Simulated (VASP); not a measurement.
# Ga16O23 (a cell with a defect) in VASP: electric field gradients with PBE

Aim: the electric field gradients of Ga16O23 (a cell with a defect) with PBE.

All numbers are computed with VASP 6.6.1; they aren't measurements. Logs are shortened: lines on timing, memory, paths and dates and some standing lists are left out, and cuts for length are marked.

## 1. The cell of the first run

The cell holds a defect, 39 atoms: a = 7.308 Å, b = 7.308 Å, c = 7.308 Å, α = 86.29°, β = 86.29°, γ = 86.29°.

## 2. Electric field gradients, PBE

Contents of INCAR:

```
  PREC = Accurate
  ENCUT = 520
  EDIFF = 1E-8
  ISMEAR = -1
  SIGMA = 0.01
  LREAL = Auto
  LASPH = True
  NELM = 100
  ALGO = Normal
  ISIF = 2
  LWAVE = False
  LCHARG = False
  GGA = PE
  LEFG = True
  NELECT = 344.0
  NBANDS = 198
```

Contents of KPOINTS:

```
regular mesh
0
Gamma
  3 3 3
```

Contents of POSCAR:

```
Ga16O23
1.0
   -4.9973983878     -2.8852493044      4.4835497685
    4.9973983878     -2.8852493044      4.4835497685
    0.0000000000      5.7704986088      4.4835497685
Ga O
16 23
Direct
    0.8555855800      0.8555855800      0.8555855800
    0.3555855800      0.3555855800      0.8555855800
    0.3555855800      0.8555855800      0.3555855800
    0.8555855800      0.3555855800      0.3555855800
    0.6444144200      0.6444144200      0.6444144200
    0.1444144200      0.1444144200      0.6444144200
    0.1444144200      0.6444144200      0.1444144200
    0.6444144200      0.1444144200      0.1444144200
    0.1444144200      0.1444144200      0.1444144200
    0.6444144200      0.6444144200      0.1444144200
    0.6444144200      0.1444144200      0.6444144200
    0.1444144200      0.6444144200      0.6444144200
    0.3555855800      0.3555855800      0.3555855800
    0.8555855800      0.8555855800      0.3555855800
    0.8555855800      0.3555855800      0.8555855800
    0.3555855800      0.8555855800      0.8555855800
    0.7500000000      0.9015835900      0.5984164100
    0.7500000000      0.4015835900      0.0984164100
    0.2500000000      0.9015835900      0.0984164100
    0.4015835900      0.5984164100      0.2500000000
    0.9015835900      0.0984164100      0.2500000000
    0.9015835900      0.5984164100      0.7500000000
    0.4015835900      0.0984164100      0.7500000000
    0.5984164100      0.2500000000      0.4015835900
    0.0984164100      0.7500000000      0.4015835900
    0.0984164100      0.2500000000      0.9015835900
    0.5984164100      0.7500000000      0.9015835900
    0.7500000000      0.5984164100      0.4015835900
    0.2500000000      0.0984164100      0.4015835900
    0.2500000000      0.5984164100      0.9015835900
    0.7500000000      0.0984164100      0.9015835900
    0.4015835900      0.7500000000      0.5984164100
    0.9015835900      0.2500000000      0.5984164100
    0.9015835900      0.7500000000      0.0984164100
    0.4015835900      0.2500000000      0.0984164100
    0.5984164100      0.4015835900      0.7500000000
    0.0984164100      0.9015835900      0.7500000000
    0.0984164100      0.4015835900      0.2500000000
    0.5984164100      0.9015835900      0.2500000000
```

Potentials or basis: VASP PAW PBE potentials, release 64 (Ga_d, O).

Command:

```
> cat potpaw_PBE.64/Ga_d/POTCAR potpaw_PBE.64/O/POTCAR > POTCAR
> mpirun -np 1 vasp_std > vasp.out
```

OUTCAR:

```text
PREC = Accurate
   ENCUT = 520
   EDIFF = 1E-8
   ISMEAR = -1
   LREAL = Auto
   LASPH = True
   NELM = 100
   ISIF = 2
   GGA = PE
   NELECT = 344.0

 ion  position               nearest neighbor table
   1  0.856  0.856  0.856-  34 1.93  37 1.93  31 1.93  27 2.08  17 2.08  22 2.08   5 2.84
   2  0.356  0.356  0.856-  35 1.93  36 1.93  30 1.93  26 2.08  23 2.08   6 2.84
   3  0.356  0.856  0.356-  32 1.93  39 1.93  29 1.93  25 2.08  19 2.08  20 2.08   7 2.84
   4  0.856  0.356  0.356-  33 1.93  38 1.93  28 1.93  24 2.08  18 2.08  21 2.08   8 2.84
   5  0.644  0.644  0.644-  28 1.93  36 1.93  32 1.93  27 2.08  17 2.08  22 2.08   1 2.84
   6  0.144  0.144  0.644-  29 1.93  37 1.93  33 1.93  26 2.08  23 2.08   2 2.84
   7  0.144  0.644  0.144-  30 1.93  38 1.93  34 1.93  25 2.08  19 2.08  20 2.08   3 2.84
   8  0.644  0.144  0.144-  31 1.93  39 1.93  35 1.93  24 2.08  18 2.08  21 2.08   4 2.84
   9  0.144  0.144  0.144-  26 1.93  21 1.93  19 1.93  29 2.08  35 2.08  38 2.08  13 2.84
  10  0.644  0.644  0.144-  27 1.93  20 1.93  18 1.93  28 2.08  34 2.08  39 2.08  14 2.84
  11  0.644  0.144  0.644-  24 1.93  23 1.93  17 1.93  31 2.08  33 2.08  36 2.08  15 2.84
  12  0.144  0.644  0.644-  25 1.93  22 1.93  30 2.08  32 2.08  37 2.08  16 2.84
  13  0.356  0.356  0.356-  20 1.93  24 1.93  29 2.08  35 2.08  38 2.08   9 2.84
  14  0.856  0.856  0.356-  17 1.93  21 1.93  25 1.93  28 2.08  34 2.08  39 2.08  10 2.84
  15  0.856  0.356  0.856-  18 1.93  22 1.93  26 1.93  31 2.08  33 2.08  36 2.08  11 2.84
  16  0.356  0.856  0.856-  19 1.93  23 1.93  27 1.93  30 2.08  32 2.08  37 2.08  12 2.84
  17  0.750  0.902  0.598-  14 1.93  11 1.93   1 2.08   5 2.08
[... 20 lines left out ...]
  38  0.098  0.402  0.250-   4 1.93   7 1.93   9 2.08  13 2.08
  39  0.598  0.902  0.250-   3 1.93   8 1.93  10 2.08  14 2.08

  LATTYP: Found a trigonal (rhomboedric) cell.
 ALAT       =     7.3075900762
 COS(alpha) =     0.0646598314

  Lattice vectors:

 A1 = (  -4.9973983878,  -2.8852493044,   4.4835497685)
 A2 = (   4.9973983878,  -2.8852493044,   4.4835497685)
 A3 = (   0.0000000000,   5.7704986088,   4.4835497685)

Analysis of symmetry for initial positions (statically):
=====================================================================
 Subroutine PRICEL returns:
 Original cell was already a primitive cell.

 Routine SETGRP: Setting up the symmetry group for a
 trigonal (rhombohedral) supercell.

 Subroutine GETGRP returns: Found  2 space group operations
 (whereof  1 operations were pure point group operations)
 out of a pool of 12 trial point group operations.

The static configuration has the point symmetry C_1 .
 The point group associated with its full space group is C_2 .

Analysis of symmetry for dynamics (positions and initial velocities):
=====================================================================
 Subroutine PRICEL returns:
 Original cell was already a primitive cell.

 Routine SETGRP: Setting up the symmetry group for a
 trigonal (rhombohedral) supercell.

 Subroutine GETGRP returns: Found  2 space group operations
 (whereof  1 operations were pure point group operations)
 out of a pool of 12 trial point group operations.

The dynamic configuration has the point symmetry C_1 .
 The point group associated with its full space group is C_2 .

 Subroutine INISYM returns: Found  2 space group operations
 (whereof  1 operations are pure point group operations),
 and found     1 'primitive' translations

----------------------------------------------------------------------------------------

                                     Primitive cell

  volume of cell :     387.8828

  direct lattice vectors                    reciprocal lattice vectors
    -4.997398388 -2.885249304  4.483549768    -0.100052059 -0.057765083  0.074345853
     4.997398388 -2.885249304  4.483549768     0.100052059 -0.057765083  0.074345853
     0.000000000  5.770498609  4.483549768     0.000000000  0.115530167  0.074345853

  length of vectors
     7.307590076  7.307590076  7.307590076     0.137384589  0.137384589  0.137384589

  position of ions in fractional coordinates (direct lattice)
     0.855585580  0.855585580  0.855585580
     0.355585580  0.355585580  0.855585580
     0.355585580  0.855585580  0.355585580
     0.855585580  0.355585580  0.355585580
     0.644414420  0.644414420  0.644414420
[... 145 lines left out ...]
   NUPDOWN=      -1.0000    fix difference up-down
   EMIN   =  10.00;   EMAX   =-10.00  energy-range for DOS
   EFERMI =   0.00;   METHOD = LEGACY
   ISMEAR =    -1;   SIGMA  =   0.01  broadening in eV -4-tet -1-fermi 0-gaus
   EFERMI_NEDOS =   21; number of points for ismear=-14 and -15
   IALGO  =     38    algorithm
   IMIX   =      4    mixing-type and parameters
     AMIX     =   0.40;   BMIX     =  1.00
     AMIX_MAG =   1.60;   BMIX_MAG =  1.00
  volume/ion in A,a.u.               =       9.95        67.12
  Fermi-wavevector in a.u.,A,eV,Ry     =   1.572875  2.972302 33.659926  2.473935
  Thomas-Fermi vector in A             =   2.674244
   LORBIT       =      0    0 simple, 1 ext, 2 COOP (PROOUT), +10 PAW based schemes
   GGA     = PE    functional components
   LHFCALC =     F    Hartree Fock is set to
   AEXX    =    0.0000 exact exchange contribution
   IVDW    =     0    specifies the selected vdW correction
   LEPSILON=     F    determine dielectric tensor
   LRPA    =     F    only Hartree local field effects (RPA)
 non-spin polarized calculation
  energy-cutoff  :      520.00
  volume of cell :      387.88
 maximum number of plane-waves:     10490
 NGX is ok and might be reduce to    54
   NGX = 27   NGY = 27   NGZ = 27

 number of electron     343.9999783 magnetization

 Free energy of the ion-electron system (eV)
  ---------------------------------------------------
  ext. energy  EPLUGINS =         0.00000000
  ---------------------------------------------------
  free energy    TOTEN  =      -239.35879566 eV

  energy without entropy =     -239.35879566  energy(sigma->0) =     -239.35879566

 E-fermi :   4.7103     XC(G=0): -11.9980

 val. band max:        4.4475509906   @ k =  -0.3333   0.3333   0.0000
 cond. band min:       4.9542925482   @ k =   0.0000   0.0000   0.0000
 fundamental gap:      0.5067415576
 Fermi energy:         4.7102698539

 k-point     1 :       0.0000    0.0000    0.0000
  band No.  band energies     occupation
      1     -14.5702      2.00000
      2     -13.7904      2.00000
      3     -13.7849      2.00000
      4     -13.6110      2.00000
      5     -13.2842      2.00000
      6     -13.2174      2.00000
[... 1859 lines left out ...]
    183      11.2147      0.00000
    184      11.4001      0.00000
 [bands above 184 left out]

------------------------ aborting loop because EDIFF is reached ----------------------------------------

  FORCE on cell =-STRESS in cart. coord.  units (eV):
  Direction    XX          YY          ZZ          XY          YZ          ZX
  --------------------------------------------------------------------------------------
  -------------------------------------------------------------------------------------
  Total       -2.2320182     -1.5150841     -5.0155747     -0.6208832      0.3822066      0.6619987
  in kB       -9.2195082     -6.2581613    -20.7171838     -2.5646016      1.5787314      2.7344323
  external PRESSURE =     -12.0649511 kB  Pullay stress =       0.0000000 kB

 VOLUME and BASIS-vectors are now :
 -----------------------------------------------------------------------------
  energy-cutoff  :      520.00
  volume of cell :      387.88
      direct lattice vectors                 reciprocal lattice vectors
    -4.997398388 -2.885249304  4.483549768    -0.100052059 -0.057765083  0.074345853
     4.997398388 -2.885249304  4.483549768     0.100052059 -0.057765083  0.074345853
     0.000000000  5.770498609  4.483549768     0.000000000  0.115530167  0.074345853

 POSITION                                       TOTAL-FORCE (eV/Angst)
 -----------------------------------------------------------------------------------
      0.00000      0.00000     11.50818         0.325204      0.116124      0.334690
      0.00000      2.88525      7.02463        -1.055271      1.712784      1.796963
      2.49870     -1.44262      7.02463        -0.468364     -0.531038      0.036477
     -2.49870     -1.44262      7.02463         0.438539     -0.177753     -0.179026
      0.00000      0.00000      8.66779        -0.065330     -0.468663      0.179026
      0.00000      2.88525      4.18424        -0.955679      1.770283     -1.796963
[... 31 lines left out ...]
      1.51505      0.00000      3.36266        -0.395587      0.394042      0.819198
      1.51505     -2.88525      7.84621         0.161229      0.168780     -0.061111
 -----------------------------------------------------------------------------------
    total drift:                               -0.000720      0.001246      0.000000

  FREE ENERGIE OF THE ION-ELECTRON SYSTEM (eV)
  ---------------------------------------------------
  free  energy   TOTEN  =      -239.3587956640 eV

  energy  without entropy=     -239.3587956640  energy(sigma->0) =     -239.35879566

 Electric field gradients (V/A^2)
---------------------------------------------------------------------
 ion       V_xx      V_yy      V_zz      V_xy      V_xz      V_yz
---------------------------------------------------------------------
   1     -11.518   -13.696    25.214     2.043     2.786    -2.452
   2     -25.850    -9.248    35.098   -13.322   -14.544    30.640
   3      -3.387   -18.720    22.107    -4.222     7.302     2.540
   4     -16.462    -6.134    22.596     2.793    -5.759    -3.502
   5      -6.297   -16.299    22.596    -3.076    -5.913    -3.236
   6     -24.936   -10.162    35.098   -13.850    19.263   -27.915
[... 31 lines left out ...]
  38      -4.273    -5.457     9.730   -11.996   -20.805   -19.436
  39      10.426     5.315   -15.742     3.659     2.066   -48.700
---------------------------------------------------------------------

 Electric field gradients after diagonalization (V/A^2)
 (convention: |V_zz| > |V_xx| > |V_yy|)
----------------------------------------------------------------------
 ion       V_xx      V_yy      V_zz     asymmetry (V_yy - V_xx)/ V_zz
----------------------------------------------------------------------
   1     -15.234   -10.325    25.559       0.192
   2     -33.390   -21.834    55.224       0.209
   3     -20.262    -3.832    24.095       0.682
   4     -17.749    -6.177    23.926       0.484
   5     -17.749    -6.177    23.926       0.484
   6     -33.390   -21.834    55.224       0.209
[... 31 lines left out ...]
  38      27.904     7.069   -34.973       0.596
  39      44.682    10.588   -55.270       0.617
----------------------------------------------------------------------

           NMR quadrupolar parameters

 Cq : quadrupolar parameter    Cq=e*Q*V_zz/h
 eta: asymmetry parameters     (V_yy - V_xx)/ V_zz
 Q  : nuclear electric quadrupole moment in mb (millibarn)
----------------------------------------------------------------------
 ion       Cq(MHz)       eta       Q (mb)
----------------------------------------------------------------------
   1       0.062       0.192       1.000
   2       0.134       0.209       1.000
   3       0.058       0.682       1.000
   4       0.058       0.484       1.000
   5       0.058       0.484       1.000
   6       0.134       0.209       1.000
[... 31 lines left out ...]
  38      -0.085       0.596       1.000
  39      -0.134       0.617       1.000
----------------------------------------------------------------------
```

Wall time 50 min (1 thread of Intel Xeon Platinum 8259CL at 2.50GHz (Skylake/Cascade Lake), shared host); peak memory 0.68 GiB.

Results:

| Quantity | Value |
| --- | --- |
| Free energy | -239.3588 eV |
| Largest force | 2.764 eV/Å |

Forces in eV/Å, atoms in the order of the input:
```
Ga   0.325  0.116  0.335
Ga  -1.055  1.713  1.797
Ga  -0.468 -0.531  0.036
Ga   0.439 -0.178 -0.179
Ga  -0.065 -0.469  0.179
Ga  -0.956  1.770 -1.797
Ga   0.694  0.140 -0.036
Ga  -0.263 -0.224 -0.335
Ga  -0.262  0.210 -0.281
Ga  -0.258 -0.243  0.303
Ga  -0.650  0.166 -0.054
Ga   2.440 -0.166  1.288
Ga  -1.076 -2.196 -1.288
Ga   0.339  0.102 -0.303
Ga   0.181  0.645  0.054
Ga  -0.050  0.332  0.281
O    0.099  0.068  0.025
O   -0.108 -0.052 -0.025
O   -0.063  0.109  0.000
O    0.090  0.854 -0.281
O    0.015 -0.126  0.287
O   -0.915 -0.284 -0.042
O    1.446 -0.878  0.061
O    0.704  0.650  0.042
O   -0.785  0.350  0.281
O    0.038 -1.692 -0.061
O    0.101 -0.076 -0.287
O   -0.100  0.174  0.000
O    0.955  0.269  1.189
O   -0.710 -0.693 -1.189
O    0.162 -0.281  0.000
O   -0.143  0.540 -0.819
O   -0.496 -0.594  0.981
O   -0.227 -0.055  0.061
O    0.362  0.097 -0.063
O    0.763  0.132 -0.981
O   -0.265 -0.265  0.063
O   -0.396  0.394  0.819
O    0.161  0.169 -0.061
```

Electric field gradients, principal values (V/Å²):
| atom | least | middle | greatest (by size) |
| --- | --- | --- | --- |
| 1 Ga | -10.325 | -15.234 | 25.559 |
| 2 Ga | -21.834 | -33.390 | 55.224 |
| 3 Ga | -3.832 | -20.262 | 24.095 |
| 4 Ga | -6.177 | -17.749 | 23.926 |
| 5 Ga | -6.177 | -17.749 | 23.926 |
| 6 Ga | -21.834 | -33.390 | 55.224 |
| 7 Ga | -3.832 | -20.262 | 24.095 |
| 8 Ga | -10.325 | -15.234 | 25.559 |
| 9 Ga | -5.985 | -21.339 | 27.324 |
| 10 Ga | -7.935 | -14.801 | 22.736 |
| 11 Ga | -7.644 | -18.692 | 26.336 |
| 12 Ga | -35.743 | -64.636 | 100.379 |
| 13 Ga | -35.743 | -64.636 | 100.379 |
| 14 Ga | -7.935 | -14.801 | 22.736 |
| 15 Ga | -7.644 | -18.692 | 26.336 |
| 16 Ga | -5.985 | -21.339 | 27.324 |
| 17 O | 10.514 | 40.124 | -50.638 |
| 18 O | 10.514 | 40.124 | -50.638 |
| 19 O | 12.223 | 47.162 | -59.385 |
| 20 O | -5.592 | -52.197 | 57.789 |
| 21 O | 12.957 | 42.832 | -55.789 |
| 22 O | 11.122 | 58.527 | -69.649 |
| 23 O | 12.891 | 55.058 | -67.950 |
| 24 O | 11.122 | 58.527 | -69.649 |
| 25 O | -5.592 | -52.197 | 57.789 |
| 26 O | 12.891 | 55.058 | -67.950 |
| 27 O | 12.957 | 42.832 | -55.789 |
| 28 O | 9.696 | 42.714 | -52.410 |
| 29 O | -9.998 | -71.233 | 81.231 |
| 30 O | -9.998 | -71.233 | 81.231 |
| 31 O | 12.300 | 36.860 | -49.160 |
| 32 O | 7.069 | 27.904 | -34.973 |
| 33 O | 5.381 | 58.632 | -64.014 |
| 34 O | 10.588 | 44.682 | -55.270 |
| 35 O | 9.514 | 41.025 | -50.539 |
| 36 O | 5.381 | 58.632 | -64.014 |
| 37 O | 9.514 | 41.025 | -50.539 |
| 38 O | 7.069 | 27.904 | -34.973 |
| 39 O | 10.588 | 44.682 | -55.270 |

Caveat: the cell carries a net charge on a neutralising background, which shifts energy and pressure; the cell is charged against a uniform background, so pressure and absolute levels hang on convention; without QUAD_EFG the Cq values of the log hold for a quadrupole moment of 1 mb, not for the nuclei.
